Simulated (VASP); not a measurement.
# Ag in VASP: single point with PBEsol

Aim: the single point of Ag with PBEsol.

Everything below comes from runs of VASP 6.6.1. Logs are shortened: lines on timing, memory, paths and dates and some standing lists are left out, and cuts for length are marked.

## 1. The cell of the first run

The typed cell holds 2 atoms: a = 2.867 Å, b = 2.867 Å, c = 4.966 Å, α = 73.22°, β = 73.22°, γ = 60.00°.

## 2. Single point, PBEsol

The input, INCAR:

```
SYSTEM = Ag
PREC     = Accurate       ! precision mode
ENCUT    = 500            ! plane-wave cutoff, eV
EDIFF    = 1E-6           ! SCF threshold, eV
ISMEAR   = 0              ! smearing method
SIGMA    = 0.15           ! smearing width, eV
LREAL    = .False.        ! projectors in reciprocal space
LASPH    = .True.         ! aspherical terms in the spheres
NELM     = 120            ! most SCF steps
ALGO     = Normal         ! electronic algorithm
ISIF     = 2              ! what is computed and relaxed
LWAVE    = .False.        ! write WAVECAR
LCHARG   = .True.         ! write CHGCAR
GGA      = PS             ! functional
LELF     = .True.         ! ELF
LVHAR    = .True.       
NBANDS   = 18             ! bands
GGA_COMPAT= .False.
```

The input, KPOINTS:

```
Automatic mesh
0
Gamma
  12 12 14
  0 0 0
```

The input, POSCAR:

```
Ag
1.0
    0.0000000000     -2.0272070349     -2.0272070349
   -2.0272070349      0.0000000000     -2.0272070349
    2.0272070349      2.0272070349     -4.0544140698
Ag
2
Direct
    0.5005025678      0.4994208694      0.5000215253
   -0.0005025678      0.0005791306     -0.0000215253
```

Potentials or basis: VASP PAW PBE potentials, release 64 (Ag).

On the command line:

```
> cat potpaw_PBE.64/Ag/POTCAR > POTCAR
> mpirun -np 1 vasp_std > vasp.out
```

OUTCAR:

```text
SYSTEM = Ag
   PREC = Accurate
   ENCUT = 500
   EDIFF = 1E-6
   ISMEAR = 0
   LREAL = .False.
   LASPH = .True.
   NELM = 120
   ISIF = 2
   GGA = PS

 ion  position               nearest neighbor table
   1  0.501  0.499  0.500-   2 2.87   2 2.87   2 2.87   2 2.87   2 2.87   2 2.87
   2  0.999  0.001  1.000-   1 2.87   1 2.87   1 2.87   1 2.87   1 2.87   1 2.87

  LATTYP: Found a trigonal (rhomboedric) cell.
 ALAT       =     4.9656228385
 COS(alpha) =     0.8333333333

  Lattice vectors:

 A1 = (   2.0272070349,   4.0544140698,  -2.0272070349)
 A2 = (   4.0544140698,   2.0272070349,  -2.0272070349)
 A3 = (   2.0272070349,   2.0272070349,  -4.0544140698)

Analysis of symmetry for initial positions (statically):
=====================================================================
 Subroutine PRICEL returns:
 Original cell was already a primitive cell.

 Routine SETGRP: Setting up the symmetry group for a
 trigonal (rhombohedral) supercell.

 Subroutine GETGRP returns: Found  2 space group operations
 (whereof  1 operations were pure point group operations)
 out of a pool of 12 trial point group operations.

The static configuration has the point symmetry C_1 .
 The point group associated with its full space group is S_2 .

Analysis of symmetry for dynamics (positions and initial velocities):
=====================================================================
 Subroutine PRICEL returns:
 Original cell was already a primitive cell.

 Routine SETGRP: Setting up the symmetry group for a
 trigonal (rhombohedral) supercell.

 Subroutine GETGRP returns: Found  2 space group operations
 (whereof  1 operations were pure point group operations)
 out of a pool of 12 trial point group operations.

The dynamic configuration has the point symmetry C_1 .
 The point group associated with its full space group is S_2 .

 Subroutine INISYM returns: Found  2 space group operations
 (whereof  1 operations are pure point group operations),
 and found     1 'primitive' translations

----------------------------------------------------------------------------------------

                                     Primitive cell

  volume of cell :      33.3238

  direct lattice vectors                    reciprocal lattice vectors
     0.000000000 -2.027207035 -2.027207035     0.123322382 -0.369967145 -0.123322382
    -2.027207035  0.000000000 -2.027207035    -0.369967145  0.123322382 -0.123322382
     2.027207035  2.027207035 -4.054414070     0.123322382  0.123322382 -0.123322382

  length of vectors
     2.866903682  2.866903682  4.965622838     0.409014069  0.409014069  0.213600631

  position of ions in fractional coordinates (direct lattice)
     0.500502568  0.499420869  0.500021525
     0.999497432  0.000579131  0.999978475

  ion indices of the primitive-cell ions
   primitive index   ion index
                 1           1
                 2           2

----------------------------------------------------------------------------------------

 KPOINTS: Automatic mesh

Automatic generation of k-mesh.
 Grid dimensions read from file:
 generate k-points for:   12   12   14

 Generating k-lattice:

  Cartesian coordinates                     Fractional coordinates (reciprocal lattice)
     0.010276865 -0.030830595 -0.010276865     0.083333333  0.000000000 -0.000000000
    -0.030830595  0.010276865 -0.010276865     0.000000000  0.083333333 -0.000000000
     0.008808742  0.008808742 -0.008808742     0.000000000  0.000000000  0.071428571

  Length of vectors
     0.034084506  0.034084506  0.015257188

  Shift w.r.t. Gamma in fractional coordinates (k-lattice)
     0.000000000  0.000000000  0.000000000

 -----------------------------------------------------------------------------
|                                                                             |
|           W    W    AA    RRRRR   N    N  II  N    N   GGGG   !!!           |
|           W    W   A  A   R    R  NN   N  II  NN   N  G    G  !!!           |
|           W    W  A    A  R    R  N N  N  II  N N  N  G       !!!           |
|           W WW W  AAAAAA  RRRRR   N  N N  II  N  N N  G  GGG   !            |
|           WW  WW  A    A  R   R   N   NN  II  N   NN  G    G                |
|           W    W  A    A  R    R  N    N  II  N    N   GGGG   !!!           |
|                                                                             |
|     Your reciprocal lattice and k-lattice belong to different lattice       |
|     classes:                                                                |
|                                                                             |
|        The reciprocal lattice is rhombohedral (trigonal),                   |
|        whereas your k-lattice is base-centered monoclinic.                  |
|                                                                             |
|     Results are often still useful ...                                      |
|                                                                             |
 -----------------------------------------------------------------------------

 WARNING: IBZKPT: internal override: KBLOWUP is changed to .FALSE.
      ... skipping the blow-up phase ...

 Subroutine IBZKPT returns following result:
 ===========================================

 Found   1012 irreducible k-points:

 Following reciprocal coordinates:
            Coordinates               Weight
  0.000000  0.000000  0.000000      1.000000
  0.083333  0.000000  0.000000      2.000000
  0.166667  0.000000 -0.000000      2.000000
  0.250000  0.000000  0.000000      2.000000
  0.333333  0.000000  0.000000      2.000000
  0.416667  0.000000  0.000000      2.000000
[... 16 lines left out ...]
  0.250000  0.166667 -0.000000      2.000000
  0.333333  0.166667  0.000000      2.000000
 [... further k-points ...]
   k-points           NKPTS =   1012   k-points in BZ     NKDIM =   1012   number of bands    NBANDS=     18
   number of dos      NEDOS =    301   number of ions     NIONS =      2
   total plane-waves  NPLWV =  20736
   dimension x,y,z NGX =    24 NGY =   24 NGZ =   36
   dimension x,y,z NGXF=    48 NGYF=   48 NGZF=   72
   ions per type =               2
   NGX,Y,Z   is equivalent  to a cutoff of  13.92, 13.92, 12.05 a.u.
   NGXF,Y,Z  is equivalent  to a cutoff of  27.83, 27.83, 24.11 a.u.
 SYSTEM =  Ag
   PREC   = accura    normal or accurate (medium, high low for compatibility)
   ISTART =      0    job   : 0-new  1-cont  2-samecut
   ICHARG =      2    charge: 1-file 2-atom 10-const
   ISPIN  =      1    spin polarized calculation?
   LNONCOLLINEAR =      F non collinear calculations
   LSORBIT =      F    spin-orbit coupling
   LASPH  =      T    aspherical Exc in radial PAW
   ENCUT  =  500.0 eV  36.75 Ry    6.06 a.u.   5.23  5.23  9.05*2*pi/ulx,y,z
   NELM   =    120;   NELMIN=  2; NELMDL= -5     # of ELM steps
   EDIFF  = 0.1E-05   stopping-criterion for ELM
   LREAL  =      F    real-space projection
   EDIFFG = 0.1E-04   stopping-criterion for IOM
   NSW    =      0    number of steps for IOM
   IBRION =     -1    ionic relax: 0-MD 1-quasi-New 2-CG
   NFREE  =      0    steps in history (QN), initial steepest desc. (CG)
   ISIF   =      2    stress and relaxation
   ISYM   =      2    0-nonsym 1-usesym 2-fastsym
   POTIM  = 0.5000    time-step for ionic-motion
   TEBEG  =    0.0;   TEEND  =   0.0 temperature during run
   PSTRESS=    0.0 pullay stress
   NELECT =      22.0000    total number of electrons
   NUPDOWN=      -1.0000    fix difference up-down
   EMIN   =  10.00;   EMAX   =-10.00  energy-range for DOS
   EFERMI =   0.00;   METHOD = LEGACY
   ISMEAR =     0;   SIGMA  =   0.15  broadening in eV -4-tet -1-fermi 0-gaus
   EFERMI_NEDOS =   21; number of points for ismear=-14 and -15
   IALGO  =     38    algorithm
   IMIX   =      4    mixing-type and parameters
     AMIX     =   0.40;   BMIX     =  1.00
     AMIX_MAG =   1.60;   BMIX_MAG =  1.00
  volume/ion in A,a.u.               =      16.66       112.44
  Fermi-wavevector in a.u.,A,eV,Ry     =   1.425490  2.693786 27.647349  2.032023
  Thomas-Fermi vector in A             =   2.545869
   LORBIT       =      0    0 simple, 1 ext, 2 COOP (PROOUT), +10 PAW based schemes
   GGA     = PS    functional components
   LHFCALC =     F    Hartree Fock is set to
   AEXX    =    0.0000 exact exchange contribution
   IVDW    =     0    specifies the selected vdW correction
   LEPSILON=     F    determine dielectric tensor
   LRPA    =     F    only Hartree local field effects (RPA)
 non-spin polarized calculation
 Gauss-broadening in eV      SIGMA  =   0.15
  energy-cutoff  :      500.00
  volume of cell :       33.32
 maximum number of plane-waves:       860
 NGX is ok and might be reduce to    24
   NGX = 11   NGY = 11   NGZ = 17

 number of electron      22.0000007 magnetization

 Free energy of the ion-electron system (eV)
  ---------------------------------------------------
  ext. energy  EPLUGINS =         0.00000000
  ---------------------------------------------------
  free energy    TOTEN  =        -6.61690331 eV

  energy without entropy =       -6.61026336  energy(sigma->0) =       -6.61358334

 E-fermi :   8.5132     XC(G=0): -12.5503

 val. band max:        8.5081078846   @ k =   0.0000  -0.3333   0.2857
 cond. band min:       8.5173676028   @ k =   0.1667   0.1667   0.2857
 fundamental gap:      0.0092597182
 Fermi energy:         8.5132001174

 k-point     1 :       0.0000    0.0000    0.0000
  band No.  band energies     occupation
      1       0.5530      2.00000
      2       2.0170      2.00000
      3       3.6803      2.00000
      4       3.6804      2.00000
      5       3.6984      2.00000
      6       3.7014      2.00000
[... 10 lines left out ...]
     17      26.6034      0.00000
     18      28.2978      0.00000

 k-point     2 :       0.0833    0.0000    0.0000
  band No.  band energies     occupation
      1       0.7552      2.00000
      2       2.1442      2.00000
      3       3.6040      2.00000
      4       3.6332      2.00000
      5       3.7646      2.00000
      6       3.7703      2.00000
[... 10 lines left out ...]
     17      26.1136      0.00000
     18      27.0576      0.00000
[... 442 lines left out ...]
 k-point    24 :       0.3333    0.1667    0.0000
  band No.  band energies     occupation
      1       2.4484      2.00000
      2       2.9397      2.00000
      3       3.1088      2.00000
      4       3.3247      2.00000
      5       3.6367      2.00000
      6       3.8653      2.00000
[... 10 lines left out ...]
     17      22.9688      0.00000
     18      26.3961      0.00000

 [... further k-points ...]

------------------------ aborting loop because EDIFF is reached ----------------------------------------

  FORCE on cell =-STRESS in cart. coord.  units (eV):
  Direction    XX          YY          ZZ          XY          YZ          ZX
  --------------------------------------------------------------------------------------
  -------------------------------------------------------------------------------------
  Total       -0.0388621     -0.0388571     -0.0287224     -0.0809704      0.0766156      0.0766110
  in kB       -1.8684549     -1.8682163     -1.3809456     -3.8929826      3.6836084      3.6833856
  external PRESSURE =      -1.7058723 kB  Pullay stress =       0.0000000 kB

 VOLUME and BASIS-vectors are now :
 -----------------------------------------------------------------------------
  energy-cutoff  :      500.00
  volume of cell :       33.32
      direct lattice vectors                 reciprocal lattice vectors
     0.000000000 -2.027207035 -2.027207035     0.123322382 -0.369967145 -0.123322382
    -2.027207035  0.000000000 -2.027207035    -0.369967145  0.123322382 -0.123322382
     2.027207035  2.027207035 -4.054414070     0.123322382  0.123322382 -0.123322382

 POSITION                                       TOTAL-FORCE (eV/Angst)
 -----------------------------------------------------------------------------------
      0.00122     -0.00098     -4.05435        -0.003624      0.001853      0.000415
      2.02599      0.00098     -6.08169         0.003624     -0.001853     -0.000415
 -----------------------------------------------------------------------------------
    total drift:                                0.000000      0.000000     -0.000000

  FREE ENERGIE OF THE ION-ELECTRON SYSTEM (eV)
  ---------------------------------------------------
  free  energy   TOTEN  =        -6.6169033135 eV

  energy  without entropy=       -6.6102633619  energy(sigma->0) =       -6.61358334
```

Run time: 10 min. Hardware: 1 thread of Oxide Virtual Turin-like, shared host; peak memory 0.5 GiB.

What came out:

```
Free energy            : -6.6169 eV
Pressure               : -0.2 GPa
Largest force          : 0.004 eV/Å
Band gap on the k mesh : zero (bands 11 and 12 overlap by 6.99 eV)
```

Forces in eV/Å, atoms in the order of the input:
```
Ag  -0.004  0.002  0.000
Ag   0.004 -0.002  0.000
```

Stress tensor (GPa, compression positive):
```
-0.19 -0.39  0.37
-0.39 -0.19  0.37
 0.37  0.37 -0.14
```

Levels at points of the mesh, in eV from the Fermi level:
```tsv
k point	band 8	band 9	band 10	band 11	band 12	band 13	band 14	band 15
(0.00, 0.00, 0.00)	-3.72	-3.72	-2.89	-2.89	-0.48	3.76	15.31	16.08
(0.50, 0.00, 0.00)	-3.94	-2.83	-2.83	1.05	1.06	6.22	6.24	11.38
(0.00, 0.50, 0.00)	-3.94	-2.83	-2.83	1.05	1.06	6.22	6.24	11.37
(0.50, 0.50, 0.00)	-2.89	-2.67	-2.67	-0.48	1.56	3.76	6.94	10.76
(0.00, 0.00, 0.50)	-4.60	-3.60	-3.60	-3.59	-3.59	11.32	11.32	16.70
(0.50, 0.00, 0.50)	-2.89	-2.67	-2.67	-0.48	1.56	3.76	6.94	10.76
(0.00, 0.50, 0.50)	-2.89	-2.67	-2.67	-0.48	1.56	3.76	6.94	10.76
(0.50, 0.50, 0.50)	-3.94	-2.83	-2.83	1.06	1.06	6.23	6.23	11.39
```

Caveat: the PAW data sets were made with another functional, which shifts forces and pressure a little.
